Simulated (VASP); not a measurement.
# CdS4 (P4/mmm) in VASP: relaxation of cell and atoms with PBE

Aim: the relaxation of cell and atoms of CdS4 with PBE.

Program: VASP 6.6.1. These are calculated values, not measurements. Logs are shortened: lines on timing, memory, paths and dates and some standing lists are left out, and cuts for length are marked.

## Step 1: The cell of the first run

The structure is tetragonal, space group P4/mmm (No. 123). Conventional cell: a = 4.832 Å, b = 4.832 Å, c = 5.014 Å, α = 90.00°, β = 90.00°, γ = 90.00°. Within 3.8 Å of Cd (site symmetry 4/mmm) lie 8 S at 2.85 Å. S (site symmetry 2mm) has 1 S at 1.98 Å within 2.6 Å.

The cell was generated, and may not be a known phase.

## Step 2: Relaxation of cell and atoms, PBE

File INCAR:

```
PREC     = Accurate       # precision mode
ENCUT    = 600            # plane-wave cutoff, eV
EDIFF    = 1E-6           # SCF threshold, eV
ISMEAR   = 0              # smearing method
SIGMA    = 0.1            # smearing width, eV
LREAL    = False          # projectors in reciprocal space
LASPH    = True           # aspherical terms in the spheres
NELM     = 100            # most SCF steps
ALGO     = Normal         # electronic algorithm
ISIF     = 3              # what is computed and relaxed
LWAVE    = False          # write WAVECAR
LCHARG   = False          # write CHGCAR
GGA      = PE             # functional
IBRION   = 2              # ionic algorithm
NSW      = 100            # ionic steps
EDIFFG   = -0.01          # ionic threshold
```

File KPOINTS:

```
Automatic mesh
0
Gamma
  8 8 8
```

File POSCAR:

```
CdS4
1.0
    4.8322574364      0.0000000000      0.0000000000
    0.0000000000      4.8322574364      0.0000000000
    0.0000000000      0.0000000000      5.0142961376
Cd S
1 4
Direct
    0.0000000000      0.0000000000      0.5000000000
    0.0000000000      0.5000000000      0.1972820693
    0.5000000000      0.0000000000      0.1972820693
    0.0000000000      0.5000000000      0.8027179307
    0.5000000000      0.0000000000      0.8027179307
```

Potentials or basis: VASP PAW PBE potentials, release 64 (Cd, S).

Launch:

```
> cat potpaw_PBE.64/Cd/POTCAR potpaw_PBE.64/S/POTCAR > POTCAR
> mpirun -np 1 vasp_std > vasp.out
```

OUTCAR:

```text
PREC = Accurate
   ENCUT = 600
   EDIFF = 1E-6
   ISMEAR = 0
   LREAL = False
   LASPH = True
   NELM = 100
   ISIF = 3
   GGA = PE
   IBRION = 2
   NSW = 100
   EDIFFG = -0.01

 ion  position               nearest neighbor table
   1  0.000  0.000  0.500-   2 2.85   3 2.85   4 2.85   5 2.85   2 2.85   4 2.85   3 2.85   5 2.85

   2  0.000  0.500  0.197-   4 1.98   1 2.85   1 2.85
   3  0.500  0.000  0.197-   5 1.98   1 2.85   1 2.85
   4  0.000  0.500  0.803-   2 1.98   1 2.85   1 2.85
   5  0.500  0.000  0.803-   3 1.98   1 2.85   1 2.85

  LATTYP: Found a simple tetragonal cell.
 ALAT       =     4.8322574364
 C/A-ratio  =     1.0376715652

  Lattice vectors:

 A1 = (   4.8322574364,   0.0000000000,   0.0000000000)
 A2 = (   0.0000000000,   4.8322574364,   0.0000000000)
 A3 = (   0.0000000000,   0.0000000000,   5.0142961376)

Analysis of symmetry for initial positions (statically):
=====================================================================
 Subroutine PRICEL returns:
 Original cell was already a primitive cell.

 Routine SETGRP: Setting up the symmetry group for a
 simple tetragonal supercell.

 Subroutine GETGRP returns: Found 16 space group operations
 (whereof 16 operations were pure point group operations)
 out of a pool of 16 trial point group operations.

The static configuration has the point symmetry D_4h.

Analysis of symmetry for dynamics (positions and initial velocities):
=====================================================================
 Subroutine PRICEL returns:
 Original cell was already a primitive cell.

 Routine SETGRP: Setting up the symmetry group for a
 simple tetragonal supercell.

 Subroutine GETGRP returns: Found 16 space group operations
 (whereof 16 operations were pure point group operations)
 out of a pool of 16 trial point group operations.

The dynamic configuration has the point symmetry D_4h.

 Subroutine INISYM returns: Found 16 space group operations
 (whereof 16 operations are pure point group operations),
 and found     1 'primitive' translations

----------------------------------------------------------------------------------------

                                     Primitive cell

  volume of cell :     117.0874

  direct lattice vectors                    reciprocal lattice vectors
     4.832257436  0.000000000  0.000000000     0.206942617  0.000000000  0.000000000
     0.000000000  4.832257436  0.000000000     0.000000000  0.206942617  0.000000000
     0.000000000  0.000000000  5.014296138     0.000000000  0.000000000  0.199429785

  length of vectors
     4.832257436  4.832257436  5.014296138     0.206942617  0.206942617  0.199429785

  position of ions in fractional coordinates (direct lattice)
     0.000000000  0.000000000  0.500000000
     0.000000000  0.500000000  0.197282069
     0.500000000  0.000000000  0.197282069
     0.000000000  0.500000000  0.802717931
     0.500000000  0.000000000  0.802717931

  ion indices of the primitive-cell ions
   primitive index   ion index
                 1           1
                 2           2
                 3           3
                 4           4
                 5           5

----------------------------------------------------------------------------------------

 KPOINTS: Automatic mesh

Automatic generation of k-mesh.
 Grid dimensions read from file:
 generate k-points for:    8    8    8

 Generating k-lattice:

  Cartesian coordinates                     Fractional coordinates (reciprocal lattice)
     0.025867827  0.000000000  0.000000000     0.125000000  0.000000000  0.000000000
     0.000000000  0.025867827  0.000000000     0.000000000  0.125000000  0.000000000
     0.000000000  0.000000000  0.024928723     0.000000000  0.000000000  0.125000000

  Length of vectors
     0.025867827  0.025867827  0.024928723

  Shift w.r.t. Gamma in fractional coordinates (k-lattice)
     0.000000000  0.000000000  0.000000000

 Subroutine IBZKPT returns following result:
 ===========================================

 Found     75 irreducible k-points:

 Following reciprocal coordinates:
            Coordinates               Weight
  0.000000  0.000000  0.000000      1.000000
  0.125000  0.000000  0.000000      4.000000
  0.250000  0.000000  0.000000      4.000000
  0.375000  0.000000  0.000000      4.000000
  0.500000  0.000000  0.000000      2.000000
  0.125000  0.125000  0.000000      4.000000
[... 16 lines left out ...]
  0.375000  0.125000  0.125000     16.000000
  0.500000  0.125000  0.125000      8.000000
 [... further k-points ...]
   k-points           NKPTS =     75   k-points in BZ     NKDIM =     75   number of bands    NBANDS=     22
   number of dos      NEDOS =    301   number of ions     NIONS =      5
   total plane-waves  NPLWV =  64000
   dimension x,y,z NGX =    40 NGY =   40 NGZ =   40
   dimension x,y,z NGXF=    80 NGYF=   80 NGZF=   80
   ions per type =               1   4
   NGX,Y,Z   is equivalent  to a cutoff of  13.76, 13.76, 13.26 a.u.
   NGXF,Y,Z  is equivalent  to a cutoff of  27.52, 27.52, 26.52 a.u.
 SYSTEM =  unknown system
   PREC   = accura    normal or accurate (medium, high low for compatibility)
   ISTART =      0    job   : 0-new  1-cont  2-samecut
   ICHARG =      2    charge: 1-file 2-atom 10-const
   ISPIN  =      1    spin polarized calculation?
   LNONCOLLINEAR =      F non collinear calculations
   LSORBIT =      F    spin-orbit coupling
   LASPH  =      T    aspherical Exc in radial PAW
   ENCUT  =  600.0 eV  44.10 Ry    6.64 a.u.   9.65  9.65 10.01*2*pi/ulx,y,z
   NELM   =    100;   NELMIN=  2; NELMDL= -5     # of ELM steps
   EDIFF  = 0.1E-05   stopping-criterion for ELM
   LREAL  =      F    real-space projection
   EDIFFG = -.1E-01   stopping-criterion for IOM
   NSW    =    100    number of steps for IOM
   IBRION =      2    ionic relax: 0-MD 1-quasi-New 2-CG
   NFREE  =      1    steps in history (QN), initial steepest desc. (CG)
   ISIF   =      3    stress and relaxation
   ISYM   =      2    0-nonsym 1-usesym 2-fastsym
   POTIM  = 0.5000    time-step for ionic-motion
   TEBEG  =    0.0;   TEEND  =   0.0 temperature during run
   PSTRESS=    0.0 pullay stress
   NELECT =      36.0000    total number of electrons
   NUPDOWN=      -1.0000    fix difference up-down
   EMIN   =  10.00;   EMAX   =-10.00  energy-range for DOS
   EFERMI =   0.00;   METHOD = LEGACY
   ISMEAR =     0;   SIGMA  =   0.10  broadening in eV -4-tet -1-fermi 0-gaus
   EFERMI_NEDOS =   21; number of points for ismear=-14 and -15
   IALGO  =     38    algorithm
   IMIX   =      4    mixing-type and parameters
     AMIX     =   0.40;   BMIX     =  1.00
     AMIX_MAG =   1.60;   BMIX_MAG =  1.00
  volume/ion in A,a.u.               =      23.42       158.03
  Fermi-wavevector in a.u.,A,eV,Ry     =   1.104941  2.088035 16.611270  1.220894
  Thomas-Fermi vector in A             =   2.241421
   LORBIT       =      0    0 simple, 1 ext, 2 COOP (PROOUT), +10 PAW based schemes
   GGA     = PE    functional components
   LHFCALC =     F    Hartree Fock is set to
   AEXX    =    0.0000 exact exchange contribution
   IVDW    =     0    specifies the selected vdW correction
   LEPSILON=     F    determine dielectric tensor
   LRPA    =     F    only Hartree local field effects (RPA)
 conjugate gradient relaxation of ions
 non-spin polarized calculation
 Gauss-broadening in eV      SIGMA  =   0.10
  energy-cutoff  :      600.00
  volume of cell :      117.09
 maximum number of plane-waves:      3988
 NGX is ok and might be reduce to    40
   NGX = 19   NGY = 19   NGZ = 21

--------------------------------------- Ionic step        1  -------------------------------------------

 number of electron      35.9999995 magnetization

 Free energy of the ion-electron system (eV)
  ---------------------------------------------------
  ext. energy  EPLUGINS =         0.00000000
  ---------------------------------------------------
  free energy    TOTEN  =       -16.76770907 eV

  energy without entropy =      -16.75503673  energy(sigma->0) =      -16.76137290

------------------------ aborting loop because EDIFF is reached ----------------------------------------

  FORCE on cell =-STRESS in cart. coord.  units (eV):
  Direction    XX          YY          ZZ          XY          YZ          ZX
  --------------------------------------------------------------------------------------
  -------------------------------------------------------------------------------------
  Total        0.0919382      0.0919382     -0.8716280      0.0000000     -0.0000000      0.0000000
  in kB        1.2580454      1.2580454    -11.9270117      0.0000000     -0.0000000      0.0000000
  external PRESSURE =      -3.1369736 kB  Pullay stress =       0.0000000 kB
[... 141 lines left out ...]
  energy  without entropy=      -16.7570154827  energy(sigma->0) =      -16.76336739

--------------------------------------- Ionic step        5  -------------------------------------------

 number of electron      35.9999997 magnetization

 Free energy of the ion-electron system (eV)
  ---------------------------------------------------
  ext. energy  EPLUGINS =         0.00000000
  ---------------------------------------------------
  free energy    TOTEN  =       -16.76981312 eV

  energy without entropy =      -16.75703481  energy(sigma->0) =      -16.76342396

 E-fermi :   3.2069     XC(G=0):  -9.1071

 val. band max:        3.2050775792   @ k =   0.3750   0.2500   0.1250
 cond. band min:       3.2370291755   @ k =   0.1250   0.1250   0.5000
 fundamental gap:      0.0319515962
 Fermi energy:         3.2068963292

 k-point     1 :       0.0000    0.0000    0.0000
  band No.  band energies     occupation
      1     -12.8820      2.00000
      2     -12.0669      2.00000
      3      -7.6255      2.00000
      4      -6.5946      2.00000
      5      -5.7684      2.00000
      6      -5.5705      2.00000
[... 574 lines left out ...]
      6      -5.4602      2.00000
[... 14 lines left out ...]
     21       7.9536      0.00000
     22       8.0411      0.00000

 [... further k-points ...]

------------------------ aborting loop because EDIFF is reached ----------------------------------------

  FORCE on cell =-STRESS in cart. coord.  units (eV):
  Direction    XX          YY          ZZ          XY          YZ          ZX
  --------------------------------------------------------------------------------------
  -------------------------------------------------------------------------------------
  Total       -0.0197760     -0.0197760     -0.0301258      0.0000000      0.0000000      0.0000000
  in kB       -0.2703471     -0.2703471     -0.4118336      0.0000000      0.0000000      0.0000000
  external PRESSURE =      -0.3175092 kB  Pullay stress =       0.0000000 kB
[... 20 lines left out ...]
  FREE ENERGIE OF THE ION-ELECTRON SYSTEM (eV)
  ---------------------------------------------------
  free  energy   TOTEN  =       -16.7698131165 eV

  energy  without entropy=      -16.7570348075  energy(sigma->0) =      -16.76342396

 reached required accuracy - stopping structural energy minimisation
```

Wall time 7.7 min (1 thread of Intel Xeon Platinum 8488C (Sapphire Rapids), shared host); peak memory 0.4 GiB.

Results:

```
Free energy                           : -16.7698 eV
Relaxed volume                        : 23.44 Å³/atom
Relaxed cell                          : a = 4.844 Å, b = 4.844 Å, c = 4.996 Å, α = 90.00°, β = 90.00°, γ = 90.00°
Space group after relaxing (to 0.1 Å) : P4/mmm (No. 123)
Energy gained by relaxing             : 0.4 meV/atom
Ionic steps                           : 5
Pressure after relaxing               : 0.0 GPa
Largest force after relaxing          : 0.006 eV/Å
Band gap on the k mesh                : zero (bands 18 and 19 overlap by 1.58 eV)
```

Forces in eV/Å, atoms in the order of the input:
```
Cd   0.000  0.000  0.000
S    0.000  0.000  0.006
S    0.000  0.000  0.006
S    0.000  0.000 -0.006
S    0.000  0.000 -0.006
```

The path:
```tsv
step	energy change (eV)	largest force (eV/Å)	pressure (GPa)	volume (Å³)
1	0.0000	0.1653	-0.31	117.09
2	0.0100	0.5052	1.05	116.31
3	-0.0019	0.0156	0.06	116.86
4	-0.0020	0.0116	0.03	116.98
5	-0.0021	0.0060	-0.03	117.20
```

Final structure:
```yaml
crystal:
  lattice:
    - [4.84359, 0.00000, 0.00000]
    - [0.00000, 4.84359, 0.00000]
    - [0.00000, 0.00000, 4.99567]
  atoms:
    - { symbol: Cd, position: [0.00000, 0.00000, 0.50000] }
    - { symbol: S, position: [0.00000, 0.50000, 0.19713] }
    - { symbol: S, position: [0.50000, 0.00000, 0.19713] }
    - { symbol: S, position: [0.00000, 0.50000, 0.80287] }
    - { symbol: S, position: [0.50000, 0.00000, 0.80287] }
```

The gap in the log of VASP goes by the Fermi energy; the results here count the filled bands.